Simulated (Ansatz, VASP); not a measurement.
## Sb2S3: VASP beside Ansatz

POSCAR

```
Sb2S3
1.0
   11.8001184500      0.0000000000      0.0000000000
    0.0000000000      3.8447329100      0.0000000000
    0.0000000000      0.0000000000     11.3671411400
Sb S
8 12
Direct
    0.8573504000      0.7500000000      0.4655836200
    0.1426496000      0.2500000000      0.5344163800
    0.6426496000      0.2500000000      0.9655836200
    0.3573504000      0.7500000000      0.0344163800
    0.9669436000      0.2500000000      0.1730826700
    0.0330564000      0.7500000000      0.8269173300
    0.5330564000      0.7500000000      0.6730826700
    0.4669436000      0.2500000000      0.3269173300
    0.8759271600      0.7500000000      0.0614694900
    0.1240728400      0.2500000000      0.9385305100
    0.6240728400      0.2500000000      0.5614694900
    0.3759271600      0.7500000000      0.4385305100
    0.0485414500      0.7500000000      0.3792320400
    0.9514585500      0.2500000000      0.6207679600
    0.4514585500      0.2500000000      0.8792320400
    0.5485414500      0.7500000000      0.1207679600
    0.3002492700      0.2500000000      0.1885476100
    0.6997507300      0.7500000000      0.8114523900
    0.1997507300      0.7500000000      0.6885476100
    0.8002492700      0.2500000000      0.3114523900
```

File INCAR.step1:

```
PREC = Accurate ; ENCUT = 440
ISMEAR = -1 ; SIGMA = 0.02
LREAL = F ; LASPH = T
NELM = 120 ; NBANDS = 72
GGA = PE ; ALGO = Normal
EDIFF = 1E-5 ; LWAVE = T
LCHARG = F ; GGA_COMPAT = F
```

INCAR.step2

```
PREC = Accurate ; ENCUT = 440
EDIFF = 1E-7 ; ISMEAR = -1
SIGMA = 0.02 ; LREAL = F
LASPH = T ; NELM = 120
ALGO = Normal ; ISIF = 2
LWAVE = F ; LCHARG = F
METAGGA = R2SCAN ; LMIXTAU = T
LEFG = T ; NBANDS = 72
ISTART = 1 ; GGA_COMPAT = F
```

The input KPOINTS:

```
regular mesh
0
Gamma
  3 7 3
```

Input for Ansatz:

```yaml
crystal:
  lattice:
    - [11.80011845, 0.0, 0.0]
    - [0.0, 3.84473291, 0.0]
    - [0.0, 0.0, 11.36714114]
  atoms:
    - { symbol: Sb, position: [0.8573504, 0.75, 0.46558362] }
    - { symbol: Sb, position: [0.1426496, 0.25, 0.53441638] }
    - { symbol: Sb, position: [0.6426496, 0.25, 0.96558362] }
    - { symbol: Sb, position: [0.3573504, 0.75, 0.03441638] }
    - { symbol: Sb, position: [0.9669436, 0.25, 0.17308267] }
    - { symbol: Sb, position: [0.0330564, 0.75, 0.82691733] }
    - { symbol: Sb, position: [0.5330564, 0.75, 0.67308267] }
    - { symbol: Sb, position: [0.4669436, 0.25, 0.32691733] }
    - { symbol: S, position: [0.87592716, 0.75, 0.06146949] }
    - { symbol: S, position: [0.12407284, 0.25, 0.93853051] }
    - { symbol: S, position: [0.62407284, 0.25, 0.56146949] }
    - { symbol: S, position: [0.37592716, 0.75, 0.43853051] }
    - { symbol: S, position: [0.04854145, 0.75, 0.37923204] }
    - { symbol: S, position: [0.95145855, 0.25, 0.62076796] }
    - { symbol: S, position: [0.45145855, 0.25, 0.87923204] }
    - { symbol: S, position: [0.54854145, 0.75, 0.12076796] }
    - { symbol: S, position: [0.30024927, 0.25, 0.18854761] }
    - { symbol: S, position: [0.69975073, 0.75, 0.81145239] }
    - { symbol: S, position: [0.19975073, 0.75, 0.68854761] }
    - { symbol: S, position: [0.80024927, 0.25, 0.31145239] }
kpoints:
  mp_grid: { grid: [3, 7, 3] }
scf:
  occupations: { method: fermi_dirac, width: 0.02 }
hamiltonian:
  xc: r2scan
  pseudopotentials: { kind: paw }
output:
  forces: true
  stress: true
  populations: true
  efg:
    quadrupole_moments_barn: { Sb: -0.543, S: -0.0694 }
    contact_densities: true
```

Alike in both runs: task electric field gradients; functional r2SCAN; k mesh 3 × 7 × 3; occupations fermi-dirac, width 0.02 eV; no spin polarisation.

```csv
,VASP,Ansatz
version,VASP 6.6.1,Ansatz 0.2.0
potentials or method,"VASP PAW PBE potentials, release 64 (Sb, S)","plane-wave PAW, scalar-relativistic"
plane-wave cutoff (eV),440,500
valence electrons in the cell,112,192
```

```csv
,VASP,Ansatz,Ansatz less VASP
gap on the k mesh at the Fermi level (eV),1.54,1.57,+0.029
pressure (GPa),0.0,0.0,+0.06
rms of the force components (eV/Å),0.007,0.017,+0.0100
size of Vzz on the site where it differs most (V/Å²),185.2,192.2,+7.02
```

VASP's potentials were made for PBE, not for r2SCAN. Atom by atom the forces differ by 0.015 eV/Å (rms over components). With one functional, cell and mesh, what is left measures potentials, basis and numerics. VASP's potentials hold 112 valence electrons a cell and Ansatz's 192, so a difference there can come from the potentials and not from the codes.

Spin-orbit coupling is off throughout.
